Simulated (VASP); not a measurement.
# La2O3 (P-3m1) in VASP: a series of runs

The runs below take La2O3 through single point, with LDA.

All numbers are computed with VASP 6.6.1; they aren't measurements. Logs are shortened: lines on timing, memory, paths and dates and some standing lists are left out, and cuts for length are marked.

## Step 1: The cell of the first run

It takes space group P-3m1 (No. 164, trigonal). Conventional cell: a = 3.920 Å, b = 3.920 Å, c = 6.100 Å, α = 90.00°, β = 90.00°, γ = 120.00°. La (site symmetry 3m) has 7 O at 2.36 to 2.71 Å within 3.1 Å. Within 3.6 Å of O (site symmetry -3m) lie 6 La at 2.71 Å and 6 O at 3.13 Å. Within 3.2 Å of O (site symmetry 3m) lie 4 La at 2.36 to 2.44 Å and 6 O at 2.87 to 3.13 Å.

## Step 2: Single point, LDA

Contents of INCAR:

```
SYSTEM = La2O3
PREC = Accurate
ENCUT = 600
EDIFF = 1E-6
ISMEAR = 0
SIGMA = 0.1
LREAL = .False.
LASPH = .True.
NELM = 200
ALGO = Normal
ISIF = 2
LWAVE = .False.
LCHARG = .False.
GGA = CA
NBANDS = 28
GGA_COMPAT = .False.
LMAXMIX = 6
```

Contents of KPOINTS:

```
regular mesh
0
Gamma
  6 6 4
  0 0 0
```

Contents of POSCAR:

```
La2O3
1.0
    3.9200000000      0.0000000000      0.0000000000
   -1.9600000000      3.3948196000      0.0000000000
    0.0000000000      0.0000000000      6.1000000000
La O
2 3
Direct
    0.3333333000      0.6666667000      0.2450000000
    0.6666667000      0.3333333000      0.7550000000
    0.0000000000      0.0000000000      0.0000000000
    0.3333333000      0.6666667000      0.6450000000
    0.6666667000      0.3333333000      0.3550000000
```

Potentials or basis: VASP PAW LDA potentials, release 64 (La, O).

Launch:

```bash
$ cat potpaw_LDA.64/La/POTCAR potpaw_LDA.64/O/POTCAR > POTCAR
$ mpirun -np 1 vasp_std > vasp.out
```

OUTCAR:

```text
SYSTEM = La2O3
   PREC = Accurate
   ENCUT = 600
   EDIFF = 1E-6
   ISMEAR = 0
   LREAL = .False.
   LASPH = .True.
   NELM = 200
   ISIF = 2
   GGA = CA

 ion  position               nearest neighbor table
   1  0.333  0.667  0.245-   5 2.36   5 2.36   5 2.36   4 2.44   3 2.71   3 2.71   3 2.71
   2  0.667  0.333  0.755-   4 2.36   4 2.36   4 2.36   5 2.44   3 2.71   3 2.71   3 2.71
   3  0.000  0.000  0.000-   1 2.71   2 2.71   2 2.71   1 2.71   2 2.71   1 2.71
   4  0.333  0.667  0.645-   2 2.36   2 2.36   2 2.36   1 2.44
   5  0.667  0.333  0.355-   1 2.36   1 2.36   1 2.36   2 2.44

  LATTYP: Found a hexagonal cell.
 ALAT       =     3.9200000000
 C/A-ratio  =     1.5561224490

  Lattice vectors:

 A1 = (   3.9200000000,   0.0000000000,   0.0000000000)
 A2 = (  -1.9600000000,   3.3948196000,   0.0000000000)
 A3 = (   0.0000000000,   0.0000000000,   6.1000000000)

Analysis of symmetry for initial positions (statically):
=====================================================================
 Subroutine PRICEL returns:
 Original cell was already a primitive cell.

 Routine SETGRP: Setting up the symmetry group for a
 hexagonal supercell.

 Subroutine GETGRP returns: Found 12 space group operations
 (whereof 12 operations were pure point group operations)
 out of a pool of 24 trial point group operations.

The static configuration has the point symmetry D_3d.

Analysis of symmetry for dynamics (positions and initial velocities):
=====================================================================
 Subroutine PRICEL returns:
 Original cell was already a primitive cell.

 Routine SETGRP: Setting up the symmetry group for a
 hexagonal supercell.

 Subroutine GETGRP returns: Found 12 space group operations
 (whereof 12 operations were pure point group operations)
 out of a pool of 24 trial point group operations.

The dynamic configuration has the point symmetry D_3d.

 Subroutine INISYM returns: Found 12 space group operations
 (whereof 12 operations are pure point group operations),
 and found     1 'primitive' translations

----------------------------------------------------------------------------------------

                                     Primitive cell

  volume of cell :      81.1769

  direct lattice vectors                    reciprocal lattice vectors
     3.920000000  0.000000000  0.000000000     0.255102041  0.147283231  0.000000000
    -1.960000000  3.394819600  0.000000000     0.000000000  0.294566462  0.000000000
     0.000000000  0.000000000  6.100000000     0.000000000  0.000000000  0.163934426

  length of vectors
     3.920000000  3.920000015  6.100000000     0.294566463  0.294566462  0.163934426

  position of ions in fractional coordinates (direct lattice)
     0.333333300  0.666666700  0.245000000
     0.666666700  0.333333300  0.755000000
     0.000000000  0.000000000  0.000000000
     0.333333300  0.666666700  0.645000000
     0.666666700  0.333333300  0.355000000

  ion indices of the primitive-cell ions
   primitive index   ion index
                 1           1
                 2           2
                 3           3
                 4           4
                 5           5

----------------------------------------------------------------------------------------

 KPOINTS: regular mesh

Automatic generation of k-mesh.
 Grid dimensions read from file:
 generate k-points for:    6    6    4

 Generating k-lattice:

  Cartesian coordinates                     Fractional coordinates (reciprocal lattice)
     0.042517007  0.024547205  0.000000000     0.166666667 -0.000000000  0.000000000
     0.000000000  0.049094410  0.000000000     0.000000000  0.166666667  0.000000000
     0.000000000  0.000000000  0.040983607     0.000000000  0.000000000  0.250000000

  Length of vectors
     0.049094411  0.049094410  0.040983607

  Shift w.r.t. Gamma in fractional coordinates (k-lattice)
     0.000000000  0.000000000  0.000000000

 Subroutine IBZKPT returns following result:
 ===========================================

 Found     24 irreducible k-points:

 Following reciprocal coordinates:
            Coordinates               Weight
  0.000000  0.000000  0.000000      1.000000
  0.166667  0.000000  0.000000      6.000000
  0.333333  0.000000  0.000000      6.000000
  0.500000  0.000000  0.000000      3.000000
  0.166667  0.166667  0.000000      6.000000
  0.333333  0.166667  0.000000     12.000000
[... 16 lines left out ...]
  0.333333  0.166667  0.500000     12.000000
  0.333333  0.333333  0.500000      2.000000
   k-points           NKPTS =     24   k-points in BZ     NKDIM =     24   number of bands    NBANDS=     28
   number of dos      NEDOS =    301   number of ions     NIONS =      5
   total plane-waves  NPLWV =  51200
   dimension x,y,z NGX =    32 NGY =   32 NGZ =   50
   dimension x,y,z NGXF=    64 NGYF=   64 NGZF=  100
   ions per type =               2   3
   NGX,Y,Z   is equivalent  to a cutoff of  13.57, 13.57, 13.63 a.u.
   NGXF,Y,Z  is equivalent  to a cutoff of  27.14, 27.14, 27.25 a.u.
 SYSTEM =  La2O3
   PREC   = accura    normal or accurate (medium, high low for compatibility)
   ISTART =      0    job   : 0-new  1-cont  2-samecut
   ICHARG =      2    charge: 1-file 2-atom 10-const
   ISPIN  =      1    spin polarized calculation?
   LNONCOLLINEAR =      F non collinear calculations
   LSORBIT =      F    spin-orbit coupling
   LASPH  =      T    aspherical Exc in radial PAW
   ENCUT  =  600.0 eV  44.10 Ry    6.64 a.u.   7.83  7.83 12.18*2*pi/ulx,y,z
   NELM   =    200;   NELMIN=  2; NELMDL= -5     # of ELM steps
   EDIFF  = 0.1E-05   stopping-criterion for ELM
   LREAL  =      F    real-space projection
   EDIFFG = 0.1E-04   stopping-criterion for IOM
   NSW    =      0    number of steps for IOM
   IBRION =     -1    ionic relax: 0-MD 1-quasi-New 2-CG
   NFREE  =      0    steps in history (QN), initial steepest desc. (CG)
   ISIF   =      2    stress and relaxation
   ISYM   =      2    0-nonsym 1-usesym 2-fastsym
   POTIM  = 0.5000    time-step for ionic-motion
   TEBEG  =    0.0;   TEEND  =   0.0 temperature during run
   PSTRESS=    0.0 pullay stress
   NELECT =      40.0000    total number of electrons
   NUPDOWN=      -1.0000    fix difference up-down
   EMIN   =  10.00;   EMAX   =-10.00  energy-range for DOS
   EFERMI =   0.00;   METHOD = LEGACY
   ISMEAR =     0;   SIGMA  =   0.10  broadening in eV -4-tet -1-fermi 0-gaus
   EFERMI_NEDOS =   21; number of points for ismear=-14 and -15
   IALGO  =     38    algorithm
   IMIX   =      4    mixing-type and parameters
     AMIX     =   0.40;   BMIX     =  1.00
     AMIX_MAG =   1.60;   BMIX_MAG =  1.00
  volume/ion in A,a.u.               =      16.24       109.56
  Fermi-wavevector in a.u.,A,eV,Ry     =   1.293056  2.443521 22.748853  1.671994
  Thomas-Fermi vector in A             =   2.424725
   LORBIT       =      0    0 simple, 1 ext, 2 COOP (PROOUT), +10 PAW based schemes
   GGA     = CA    functional components
   LHFCALC =     F    Hartree Fock is set to
   AEXX    =    0.0000 exact exchange contribution
   IVDW    =     0    specifies the selected vdW correction
   LEPSILON=     F    determine dielectric tensor
   LRPA    =     F    only Hartree local field effects (RPA)
 non-spin polarized calculation
 Gauss-broadening in eV      SIGMA  =   0.10
  energy-cutoff  :      600.00
  volume of cell :       81.18
 maximum number of plane-waves:      2730
 NGX is ok and might be reduce to    32
   NGX = 15   NGY = 15   NGZ = 25

 number of electron      40.0000000 magnetization

 Free energy of the ion-electron system (eV)
  ---------------------------------------------------
  ext. energy  EPLUGINS =         0.00000000
  ---------------------------------------------------
  free energy    TOTEN  =       -45.84559006 eV

  energy without entropy =      -45.84559006  energy(sigma->0) =      -45.84559006

 E-fermi :   6.1867     XC(G=0): -10.9712

 val. band max:        5.7098569022   @ k =   0.5000   0.0000   0.5000
 cond. band min:       9.4591102278   @ k =   0.5000   0.0000   0.0000
 fundamental gap:      3.7492533255
 Fermi energy:         6.1866994373

 k-point     1 :       0.0000    0.0000    0.0000
  band No.  band energies     occupation
      1     -23.8690      2.00000
      2     -23.6094      2.00000
      3     -10.9924      2.00000
      4      -9.5907      2.00000
      5      -9.2342      2.00000
      6      -7.3701      2.00000
[... 20 lines left out ...]
     27      11.0083      0.00000
     28      11.2471      0.00000

 k-point     2 :       0.1667    0.0000    0.0000
  band No.  band energies     occupation
      1     -23.8200      2.00000
      2     -23.5901      2.00000
      3     -10.9803      2.00000
      4     -10.1033      2.00000
      5      -9.5884      2.00000
      6      -7.4817      2.00000
[... 20 lines left out ...]
     27      11.1301      0.00000
     28      11.2218      0.00000

 k-point     3 :       0.3333    0.0000    0.0000
  band No.  band energies     occupation
      1     -23.7106      2.00000
      2     -23.5600      2.00000
      3     -11.1487      2.00000
      4     -10.8849      2.00000
      5      -9.6459      2.00000
      6      -7.6751      2.00000
[... 20 lines left out ...]
     27      11.0769      0.00000
     28      11.0917      0.00000

 k-point     4 :       0.5000    0.0000    0.0000
  band No.  band energies     occupation
      1     -23.6414      2.00000
      2     -23.5579      2.00000
      3     -11.2594      2.00000
      4     -11.2558      2.00000
      5      -9.4052      2.00000
      6      -8.0372      2.00000
[... 20 lines left out ...]
     27      11.0091      0.00000
     28      11.0572      0.00000

 k-point     5 :       0.1667    0.1667    0.0000
  band No.  band energies     occupation
      1     -23.7403      2.00000
      2     -23.5656      2.00000
      3     -11.0805      2.00000
      4     -10.6476      2.00000
      5      -9.7972      2.00000
      6      -7.7318      2.00000
[... 20 lines left out ...]
     27      11.1071      0.00000
     28      11.1369      0.00000

 k-point     6 :       0.3333    0.1667    0.0000
  band No.  band energies     occupation
      1     -23.6429      2.00000
      2     -23.5566      2.00000
      3     -11.2565      2.00000
      4     -11.1303      2.00000
      5      -9.7128      2.00000
      6      -7.9545      2.00000
[... 463 lines left out ...]
      5      -9.2336      2.00000
      6      -7.5439      2.00000
[... 20 lines left out ...]
     27      11.0033      0.00000
     28      11.0275      0.00000

 k-point    22 :       0.1667    0.1667    0.5000
  band No.  band energies     occupation
      1     -23.6613      2.00000
      2     -23.6463      2.00000
      3     -11.1606      2.00000
      4     -10.7809      2.00000
      5      -9.4174      2.00000
      6      -7.5767      2.00000
[... 20 lines left out ...]
     27      11.0349      0.00000
     28      11.1487      0.00000

 k-point    23 :       0.3333    0.1667    0.5000
  band No.  band energies     occupation
      1     -23.6040      2.00000
      2     -23.5949      2.00000
      3     -11.4008      2.00000
      4     -11.1842      2.00000
      5      -9.5363      2.00000
      6      -7.7824      2.00000
[... 20 lines left out ...]
     27      11.0407      0.00000
     28      11.0651      0.00000

 k-point    24 :       0.3333    0.3333    0.5000
  band No.  band energies     occupation
      1     -23.5812      2.00000
      2     -23.5812      2.00000
      3     -11.3361      2.00000
      4     -11.3361      2.00000
      5      -9.8281      2.00000
      6      -7.9975      2.00000
[... 20 lines left out ...]
     27      11.0134      0.00000
     28      11.0484      0.00000

------------------------ aborting loop because EDIFF is reached ----------------------------------------

  FORCE on cell =-STRESS in cart. coord.  units (eV):
  Direction    XX          YY          ZZ          XY          YZ          ZX
  --------------------------------------------------------------------------------------
  -------------------------------------------------------------------------------------
  Total       -2.9719875     -2.9719876     -2.8601309      0.0000000      0.0000000      0.0000000
  in kB      -58.6576911    -58.6576917    -56.4499931      0.0000000      0.0000000      0.0000000
  external PRESSURE =     -57.9217919 kB  Pullay stress =       0.0000000 kB

 VOLUME and BASIS-vectors are now :
 -----------------------------------------------------------------------------
  energy-cutoff  :      600.00
  volume of cell :       81.18
      direct lattice vectors                 reciprocal lattice vectors
     3.920000000  0.000000000  0.000000000     0.255102041  0.147283231  0.000000000
    -1.960000000  3.394819600  0.000000000     0.000000000  0.294566462  0.000000000
     0.000000000  0.000000000  6.100000000     0.000000000  0.000000000  0.163934426

 POSITION                                       TOTAL-FORCE (eV/Angst)
 -----------------------------------------------------------------------------------
     -0.00000      2.26321      1.49450        -0.000000      0.000000      0.288996
      1.96000      1.13161      4.60550         0.000000     -0.000000     -0.288996
      0.00000      0.00000      0.00000         0.000000      0.000000      0.000000
     -0.00000      2.26321      3.93450        -0.000000      0.000000      0.055709
      1.96000      1.13161      2.16550         0.000000     -0.000000     -0.055709
 -----------------------------------------------------------------------------------
    total drift:                                0.000000      0.000000      0.000000

  FREE ENERGIE OF THE ION-ELECTRON SYSTEM (eV)
  ---------------------------------------------------
  free  energy   TOTEN  =       -45.8455900631 eV

  energy  without entropy=      -45.8455900631  energy(sigma->0) =      -45.84559006
```

Run time: 2.2 min. Hardware: 1 thread of Intel Xeon 8259CL, shared host; peak memory 0.23 GiB.

What came out:

| Property | Result |
| --- | --- |
| Free energy | -45.8456 eV |
| Pressure | -5.8 GPa |
| Largest force | 0.289 eV/Å |
| Band gap on the k mesh | 3.75 eV (least direct gap 3.82 eV) |

Forces on the atoms (eV/Å):
```
La   0.000  0.000  0.289
La   0.000  0.000 -0.289
O    0.000  0.000  0.000
O    0.000  0.000  0.056
O    0.000  0.000 -0.056
```

Caveat: the cell stands under tension; spin-orbit coupling is left out, which moves the levels of the heavy elements. A k mesh can miss the band edges.

## Step 3: Single point, LDA

This run uses another cell than the first one, of 15.54 Å³/atom.

Contents of INCAR:

```
SYSTEM = La2O3
  ALGO = Normal
  EDIFF = 1E-6
  ENCUT = 600
  GGA_COMPAT = .False.
  ISIF = 2
  ISMEAR = 0
  LASPH = .True.
  LCHARG = .False.
  LMAXMIX = 6
  LREAL = .False.
  LWAVE = .False.
  NBANDS = 28
  NELM = 200
  PREC = Accurate
  SIGMA = 0.02
```

Contents of KPOINTS:

```
k-points
0
Gamma
  9 9 4
  0 0 0
```

Contents of POSCAR:

```
La2O3
1.0
    3.8830421561      0.0000000000      0.0000000000
   -1.9415210780      3.3628131511      0.0000000000
    0.0000000000      0.0000000000      5.9509209632
La O
2 3
Direct
    0.3333333333      0.6666666667      0.2439838152
    0.6666666667      0.3333333333      0.7560161848
    0.0000000000      0.0000000000      0.0000000000
    0.3333333333      0.6666666667      0.6465902737
    0.6666666667      0.3333333333      0.3534097263
```

Potentials or basis: VASP PAW LDA potentials, release 64 (La, O).

Launch:

```bash
$ cat potpaw_LDA.64/La/POTCAR potpaw_LDA.64/O/POTCAR > POTCAR
$ mpirun -np 1 vasp_std > vasp.out
```

Run time: 3.4 min. Hardware: 1 thread of Intel Xeon 8259CL, shared host; peak memory 0.26 GiB.

The run converged. Its results:

```
Free energy            : -45.9052 eV
Pressure               : -0.2 GPa
Largest force          : 0.009 eV/Å
Band gap on the k mesh : 3.75 eV (least direct gap 3.80 eV)
```

Forces on the atoms (eV/Å):
```
La   0.000  0.000 -0.009
La   0.000  0.000  0.009
O    0.000  0.000  0.000
O    0.000  0.000  0.000
O    0.000  0.000  0.000
```

Levels at points of the mesh, in eV from the valence-band top:
```
           k point  band 18  band 19  band 20  band 21  band 22  band 23
(0.00, 0.00, 0.00)    -0.47    -0.47    -0.19     4.28     4.51     4.51
(0.00, 0.00, 0.50)    -0.91    -0.34    -0.34     4.69     4.69     4.69
```

Caveat: spin-orbit coupling is left out, which moves the levels of the heavy elements.
